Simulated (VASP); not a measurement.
# Cd7S (I-43m) in VASP: notebook

The runs below take Cd7S through single point, relaxation of cell and atoms, with PBE.

Everything below comes from runs of VASP 6.6.1. Logs are shortened: lines on timing, memory, paths and dates and some standing lists are left out, and cuts for length are marked.

**1. The cell of the first run**

Symmetry: I-43m, No. 217, cubic system. Conventional cell: a = 7.217 Å, b = 7.217 Å, c = 7.217 Å, α = 90.00°, β = 90.00°, γ = 90.00°. Within 4.0 Å of Cd (site symmetry -42m) lie 12 Cd at 3.01 to 3.61 Å and 2 S at 3.61 Å. Cd (site symmetry 3m) has 1 S at 2.69 Å and 6 Cd at 3.01 to 3.30 Å within 3.5 Å. S (site symmetry -43m) has 4 Cd at 2.69 Å within 3.5 Å.

**2. Single point, PBE**

Contents of INCAR:

```
SYSTEM = Cd7S
ALGO     = Normal         ! electronic algorithm
EDIFF    = 1E-7           ! SCF threshold, eV
ENCUT    = 520            ! plane-wave cutoff, eV
GGA      = PE             ! functional
ISIF     = 2              ! what is computed and relaxed
ISMEAR   = 0              ! smearing method
LASPH    = .True.         ! aspherical terms in the spheres
LCHARG   = .False.        ! write CHGCAR
LREAL    = .False.        ! projectors in reciprocal space
LWAVE    = .False.        ! write WAVECAR
NBANDS   = 55             ! bands
NELM     = 100            ! most SCF steps
PREC     = Accurate       ! precision mode
SIGMA    = 0.2            ! smearing width, eV
```

Contents of KPOINTS:

```
k-points
0
Gamma
  3 3 3
  0 0 0
```

Contents of POSCAR:

```
Cd7S
1.0
   -3.6082591713      3.6082591713      3.6082591713
    3.6082591713     -3.6082591713      3.6082591713
    3.6082591713      3.6082591713     -3.6082591713
Cd S
7 1
Direct
    0.0000000000      0.5000000000      0.5000000000
    0.5000000000      0.0000000000      0.5000000000
    0.5000000000      0.5000000000      0.0000000000
    0.4305562818      0.4305562818      0.4305562818
    0.0000000000      0.0000000000      0.5694437182
    0.0000000000      0.5694437182      0.0000000000
    0.5694437182      0.0000000000      0.0000000000
    0.0000000000      0.0000000000      0.0000000000
```

Potentials or basis: VASP PAW PBE potentials, release 64 (Cd, S).

Launch:

```bash
$ cat potpaw_PBE.64/Cd/POTCAR potpaw_PBE.64/S/POTCAR > POTCAR
$ mpirun -np 1 vasp_std > vasp.out
```

OUTCAR:

```text
SYSTEM = Cd7S
   EDIFF = 1E-7
   ENCUT = 520
   GGA = PE
   ISIF = 2
   ISMEAR = 0
   LASPH = .True.
   LREAL = .False.
   NELM = 100
   PREC = Accurate

 ion  position               nearest neighbor table
   1  0.000  0.500  0.500-   4 3.01   5 3.01   6 3.01   7 3.01   6 3.30   5 3.30   7 3.30   4 3.30
                             3 3.61   2 3.61   3 3.61   2 3.61
   2  0.500  0.000  0.500-   4 3.01   5 3.01   7 3.01   6 3.01   7 3.30   5 3.30   6 3.30   4 3.30
                             3 3.61   3 3.61   1 3.61   1 3.61
   3  0.500  0.500  0.000-   4 3.01   6 3.01   7 3.01   5 3.01   4 3.30   7 3.30   6 3.30   5 3.30
                             2 3.61   2 3.61   1 3.61   1 3.61
   4  0.431  0.431  0.431-   8 2.69   2 3.01   3 3.01   1 3.01   3 3.30   2 3.30   1 3.30   5 3.68
                             7 3.68   6 3.68   6 3.68   5 3.68   7 3.68
   5  0.000  0.000  0.569-   8 2.69   3 3.01   1 3.01   2 3.01   1 3.30   2 3.30   3 3.30   4 3.68
                             7 3.68   6 3.68   7 3.68   6 3.68   4 3.68
   6  0.000  0.569  0.000-   8 2.69   2 3.01   1 3.01   3 3.01   3 3.30   1 3.30   2 3.30   7 3.68
                             5 3.68   7 3.68   4 3.68   5 3.68   4 3.68
   7  0.569  0.000  0.000-   8 2.69   1 3.01   2 3.01   3 3.01   3 3.30   2 3.30   1 3.30   6 3.68
                             4 3.68   5 3.68   6 3.68   5 3.68   4 3.68
   8  0.000  0.000  0.000-   4 2.69   5 2.69   6 2.69   7 2.69

  LATTYP: Found a body centered cubic cell.
 ALAT       =     7.2165183426

  Lattice vectors:

 A1 = (  -3.6082591713,   3.6082591713,   3.6082591713)
 A2 = (   3.6082591713,  -3.6082591713,   3.6082591713)
 A3 = (   3.6082591713,   3.6082591713,  -3.6082591713)

Analysis of symmetry for initial positions (statically):
=====================================================================
 Subroutine PRICEL returns:
 Original cell was already a primitive cell.

 Routine SETGRP: Setting up the symmetry group for a
 body centered cubic supercell.

 Subroutine GETGRP returns: Found 24 space group operations
 (whereof 24 operations were pure point group operations)
 out of a pool of 48 trial point group operations.

The static configuration has the point symmetry T_d .

Analysis of symmetry for dynamics (positions and initial velocities):
=====================================================================
 Subroutine PRICEL returns:
 Original cell was already a primitive cell.

 Routine SETGRP: Setting up the symmetry group for a
 body centered cubic supercell.

 Subroutine GETGRP returns: Found 24 space group operations
 (whereof 24 operations were pure point group operations)
 out of a pool of 48 trial point group operations.
[... 101 lines left out ...]
   TEBEG  =    0.0;   TEEND  =   0.0 temperature during run
   PSTRESS=    0.0 pullay stress
   NELECT =      90.0000    total number of electrons
   NUPDOWN=      -1.0000    fix difference up-down
   EMIN   =  10.00;   EMAX   =-10.00  energy-range for DOS
   EFERMI =   0.00;   METHOD = LEGACY
   ISMEAR =     0;   SIGMA  =   0.20  broadening in eV -4-tet -1-fermi 0-gaus
   EFERMI_NEDOS =   21; number of points for ismear=-14 and -15
   IALGO  =     38    algorithm
   IMIX   =      4    mixing-type and parameters
     AMIX     =   0.40;   BMIX     =  1.00
     AMIX_MAG =   1.60;   BMIX_MAG =  1.00
  volume/ion in A,a.u.               =      23.49       158.51
  Fermi-wavevector in a.u.,A,eV,Ry     =   1.280869  2.420491 22.322053  1.640625
  Thomas-Fermi vector in A             =   2.413272
   LORBIT       =      0    0 simple, 1 ext, 2 COOP (PROOUT), +10 PAW based schemes
   GGA     = PE    functional components
   LHFCALC =     F    Hartree Fock is set to
   AEXX    =    0.0000 exact exchange contribution
   IVDW    =     0    specifies the selected vdW correction
   LEPSILON=     F    determine dielectric tensor
   LRPA    =     F    only Hartree local field effects (RPA)
 non-spin polarized calculation
 Gauss-broadening in eV      SIGMA  =   0.20
  energy-cutoff  :      520.00
  volume of cell :      187.91
 maximum number of plane-waves:      5089
 NGX is ok and might be reduce to    48
   NGX = 23   NGY = 23   NGZ = 23

 number of electron      90.0000024 magnetization

 Free energy of the ion-electron system (eV)
  ---------------------------------------------------
  ext. energy  EPLUGINS =         0.00000000
  ---------------------------------------------------
  free energy    TOTEN  =        -8.77462893 eV

  energy without entropy =       -8.67861852  energy(sigma->0) =       -8.72662372

 E-fermi :   2.5707     XC(G=0): -10.3972

 val. band max:        2.4159928816   @ k =   0.3333   0.0000   0.0000
 cond. band min:       2.6044031982   @ k =  -0.3333   0.3333   0.3333
 fundamental gap:      0.1884103166
 Fermi energy:         2.5706717485

 k-point     1 :       0.0000    0.0000    0.0000
  band No.  band energies     occupation
      1     -10.4062      2.00000
      2      -6.8612      2.00000
      3      -6.8612      2.00000
      4      -6.8604      2.00000
      5      -6.8604      2.00000
      6      -6.8604      2.00000
[... 221 lines left out ...]
     54       7.5475      0.00000
     55       7.5475      0.00000

------------------------ aborting loop because EDIFF is reached ----------------------------------------

  FORCE on cell =-STRESS in cart. coord.  units (eV):
  Direction    XX          YY          ZZ          XY          YZ          ZX
  --------------------------------------------------------------------------------------
  -------------------------------------------------------------------------------------
  Total        0.8554169      0.8554169      0.8554169     -0.0000000     -0.0000000     -0.0000000
  in kB        7.2934872      7.2934872      7.2934872     -0.0000000     -0.0000000     -0.0000000
  external PRESSURE =       7.2934872 kB  Pullay stress =       0.0000000 kB

 VOLUME and BASIS-vectors are now :
 -----------------------------------------------------------------------------
  energy-cutoff  :      520.00
  volume of cell :      187.91
      direct lattice vectors                 reciprocal lattice vectors
    -3.608259171  3.608259171  3.608259171     0.000000000  0.138570977  0.138570977
     3.608259171 -3.608259171  3.608259171     0.138570977  0.000000000  0.138570977
     3.608259171  3.608259171 -3.608259171     0.138570977  0.138570977  0.000000000

 POSITION                                       TOTAL-FORCE (eV/Angst)
 -----------------------------------------------------------------------------------
      3.60826      0.00000      0.00000         0.000000     -0.000000     -0.000000
      0.00000      3.60826      0.00000         0.000000      0.000000     -0.000000
      0.00000      0.00000      3.60826         0.000000     -0.000000     -0.000000
      1.55356      1.55356      1.55356         0.077924      0.077924      0.077924
      2.05470      2.05470     -2.05470        -0.077924     -0.077924      0.077924
      2.05470     -2.05470      2.05470        -0.077924      0.077924     -0.077924
     -2.05470      2.05470      2.05470         0.077924     -0.077924     -0.077924
      0.00000      0.00000      0.00000         0.000000      0.000000     -0.000000
 -----------------------------------------------------------------------------------
    total drift:                                0.000010      0.000010      0.000015

  FREE ENERGIE OF THE ION-ELECTRON SYSTEM (eV)
  ---------------------------------------------------
  free  energy   TOTEN  =        -8.7746289289 eV

  energy  without entropy=       -8.6786185153  energy(sigma->0) =       -8.72662372
```

It took 26 s on 1 thread of Intel Xeon 6975P-C (Granite Rapids), shared host; peak memory 0.33 GiB.

What came out:

```
Free energy            : -8.7746 eV
Pressure               : 0.7 GPa
Largest force          : 0.135 eV/Å
Band gap on the k mesh : zero (band 45 reaches 2.60 eV, above the bottom of band 46 at 1.64 eV)
```

Forces on the atoms (eV/Å):
```
Cd   0.000  0.000  0.000
Cd   0.000  0.000  0.000
Cd   0.000  0.000  0.000
Cd   0.078  0.078  0.078
Cd  -0.078 -0.078  0.078
Cd  -0.078  0.078 -0.078
Cd   0.078 -0.078 -0.078
S    0.000  0.000  0.000
```

Caveat: the k points lie up to 0.41 Å⁻¹ apart.

**3. Single point, PBE**

This run uses another cell than the first one, of 23.64 Å³/atom, 1.006 times its volume.

Contents of INCAR:

```
SYSTEM = Cd7S
PREC = Accurate ; ENCUT = 520
EDIFF = 1E-6 ; ISMEAR = 0
SIGMA = 0.1 ; LREAL = .False.
LASPH = .True. ; NELM = 60
ALGO = Normal ; ISIF = 2
LWAVE = .False. ; LCHARG = .False.
GGA = PE ; NBANDS = 55
```

Contents of KPOINTS:

```
Automatic mesh
0
Gamma
  6 6 6
  0 0 0
```

Contents of POSCAR:

```
Cd7S
1.0
   -3.6158729319      3.6158729319      3.6158729319
    3.6158729319     -3.6158729319      3.6158729319
    3.6158729319      3.6158729319     -3.6158729319
Cd S
7 1
Direct
    0.0000000000      0.5000000000      0.5000000000
    0.5000000000      0.0000000000      0.5000000000
    0.5000000000      0.5000000000      0.0000000000
    0.4429625461      0.4429625461      0.4429625461
    0.0000000000      0.0000000000      0.5570374539
    0.0000000000      0.5570374539      0.0000000000
    0.5570374539      0.0000000000      0.0000000000
    0.0000000000      0.0000000000      0.0000000000
```

Potentials or basis: VASP PAW PBE potentials, release 64 (Cd, S).

Launch:

```bash
$ cat potpaw_PBE.64/Cd/POTCAR potpaw_PBE.64/S/POTCAR > POTCAR
$ mpirun -np 1 vasp_std > vasp.out
```

Run time: 99 s. Hardware: 1 thread of Intel Xeon 6975P-C (Granite Rapids), shared host; peak memory 0.38 GiB.

The run converged. Its results:

```
Free energy            : -8.6609 eV
Pressure               : 0.2 GPa
Largest force          : 0.018 eV/Å
Band gap on the k mesh : zero (band 45 reaches 2.71 eV, above the bottom of band 46 at 1.51 eV)
```

Forces on the atoms (eV/Å):
```
Cd   0.000  0.000  0.000
Cd   0.000  0.000  0.000
Cd   0.000  0.000  0.000
Cd   0.010  0.010  0.010
Cd  -0.010 -0.010  0.010
Cd  -0.010  0.010 -0.010
Cd   0.010 -0.010 -0.010
S    0.000  0.000  0.000
```

Levels at points of the mesh, in eV from the Fermi level:
| k point | band 42 | band 43 | band 44 | band 45 | band 46 | band 47 | band 48 | band 49 |
| --- | --- | --- | --- | --- | --- | --- | --- | --- |
| (0.00, 0.00, 0.00) | -1.60 | -1.60 | -1.09 | -1.09 | -0.92 | -0.92 | -0.92 | 1.74 |
| (0.50, 0.00, 0.00) | -1.73 | -1.69 | -1.36 | 0.17 | 0.19 | 0.87 | 1.53 | 2.11 |
| (0.50, 0.50, 0.50) | -1.48 | -0.98 | -0.98 | -0.98 | 1.20 | 2.17 | 2.17 | 2.17 |

**4. Relaxation of cell and atoms, PBE**

This run uses another cell than the first one, of 25.21 Å³/atom, 1.073 times its volume.

Contents of INCAR:

```
PREC     = Accurate       # precision mode
ENCUT    = 600            # plane-wave cutoff, eV
EDIFF    = 1E-6           # SCF threshold, eV
ISMEAR   = 0              # smearing method
SIGMA    = 0.2            # smearing width, eV
LREAL    = False          # projectors in reciprocal space
LASPH    = True           # aspherical terms in the spheres
NELM     = 100            # most SCF steps
ALGO     = Normal         # electronic algorithm
ISIF     = 3              # what is computed and relaxed
LWAVE    = False          # write WAVECAR
LCHARG   = False          # write CHGCAR
GGA      = PE             # functional
IBRION   = 2              # ionic algorithm
NSW      = 36             # ionic steps
EDIFFG   = -0.08          # ionic threshold
```

Contents of KPOINTS:

```
Automatic mesh
0
Gamma
  3 3 3
```

Contents of POSCAR:

```
Cd7S
1.0
   -3.6943160800      3.6943160800      3.6943160800
    3.6943160800     -3.6943160800      3.6943160800
    3.6943160800      3.6943160800     -3.6943160800
Cd S
7 1
Direct
    0.0000000000      0.5000000000      0.5000000000
    0.5000000000      0.0000000000      0.5000000000
    0.5000000000      0.5000000000      0.0000000000
    0.3310081500      0.3310081500      0.3310081500
    0.0000000000      0.0000000000      0.6689918500
    0.0000000000      0.6689918500      0.0000000000
    0.6689918500      0.0000000000      0.0000000000
    0.0000000000      0.0000000000      0.0000000000
```

Launch:

```bash
$ cat potpaw_PBE.64/Cd/POTCAR potpaw_PBE.64/S/POTCAR > POTCAR
$ mpirun -np 1 vasp_std > vasp.out
```

It took 7.9 min on 1 thread of Intel Xeon 6975P-C (Granite Rapids), shared host; peak memory 0.42 GiB.

It converged, with:

| Item | Value |
| --- | --- |
| Free energy | -8.7978 eV |
| Relaxed volume | 23.51 Å³/atom |
| Relaxed cell | a = 6.251 Å, b = 6.251 Å, c = 6.251 Å, α = 109.47°, β = 109.47°, γ = 109.47° |
| Space group after relaxing (to 0.05 Å) | I-43m (No. 217) |
| Energy gained by relaxing | 638.0 meV/atom |
| Ionic steps | 14 |
| Pressure after relaxing | 0.0 GPa |
| Largest force after relaxing | 0.010 eV/Å |
| Band gap on the k mesh | zero (band 45 reaches 2.57 eV, above the bottom of band 46 at 1.58 eV) |

Forces on the atoms (eV/Å):
```
Cd   0.000  0.000  0.000
Cd   0.000  0.000  0.000
Cd   0.000  0.000  0.000
Cd  -0.006 -0.006 -0.006
Cd   0.006  0.006 -0.006
Cd   0.006 -0.006  0.006
Cd  -0.006  0.006  0.006
S    0.000  0.000  0.000
```

The path:
```tsv
step	energy change (eV)	largest force (eV/Å)	pressure (GPa)	volume (Å³)
1	0.0000	6.5904	13.33	201.68
2	-3.7139	0.0296	-3.42	269.32
3	-3.9609	0.7219	-1.85	248.41
4	-4.1889	0.7373	-1.65	237.51
5	-4.6902	0.7992	0.26	206.73
6	-3.5109	1.0804	16.24	153.39
7	-4.6922	0.9515	1.75	197.27
8	-4.8760	0.6182	0.94	196.37
9	-5.0530	0.1979	-0.16	194.67
10	-5.0711	0.1012	-1.08	191.32
11	-5.0880	0.0692	-0.95	192.24
12	-5.0909	0.0276	-0.63	193.47
13	-5.0934	0.0271	-0.82	192.90
14	-5.1043	0.0101	-0.01	188.06
```

Final structure:
```yaml
crystal:
  lattice:
    - [-3.60918, 3.60918, 3.60918]
    - [3.60918, -3.60918, 3.60918]
    - [3.60918, 3.60918, -3.60918]
  atoms:
    - { symbol: Cd, position: [0.00000, 0.50000, 0.50000] }
    - { symbol: Cd, position: [0.50000, 0.00000, 0.50000] }
    - { symbol: Cd, position: [0.50000, 0.50000, 0.00000] }
    - { symbol: Cd, position: [0.44350, 0.44350, 0.44350] }
    - { symbol: Cd, position: [0.00000, 0.00000, 0.55650] }
    - { symbol: Cd, position: [0.00000, 0.55650, 0.00000] }
    - { symbol: Cd, position: [0.55650, 0.00000, 0.00000] }
    - { symbol: S, position: [0.00000, 0.00000, 0.00000] }
```

Levels at points of the mesh, in eV from the Fermi level:
```
           k point  band 43  band 44  band 45  band 46  band 47  band 48
(0.00, 0.00, 0.00)    -1.72    -1.20    -1.20    -0.97    -0.97    -0.97
```

Caveat: the k points lie up to 0.41 Å⁻¹ apart in the final cell; the relaxation stopped at a loose force limit of 0.08 eV/Å, so its end isn't a converged minimum.

**5. Overview**

| task | cell | k mesh | cutoff (eV) | smearing | gap on the mesh (eV) | pressure (GPa) | largest force (eV/Å) |
| --- | --- | --- | --- | --- | --- | --- | --- |
| single point | a = 6.250 Å, angles 109.5°, 8 atoms | 3 × 3 × 3 | 520 | gaussian 0.2 eV | none | 0.7 | 0.13 |
| single point | a = 6.263 Å, angles 109.5°, 8 atoms | 6 × 6 × 6 | 520 | gaussian 0.1 eV | none | 0.2 | 0.02 |
| relaxation of cell and atoms | relaxed from a = 6.399 Å, angles 109.5°, 8 atoms | 3 × 3 × 3 | 600 | gaussian 0.2 eV | none | 0.0 | 0.01 |

Alike in all rows: level PBE; potentials or basis VASP PAW PBE potentials, release 64 (Cd, S); no spin polarisation.

Caveats: some runs use coarse meshes; the relaxation stopped at a loose force limit of 0.08 eV/Å, so its end isn't a converged minimum (some runs).

Absolute energies hang on the potentials; compare differences alone.
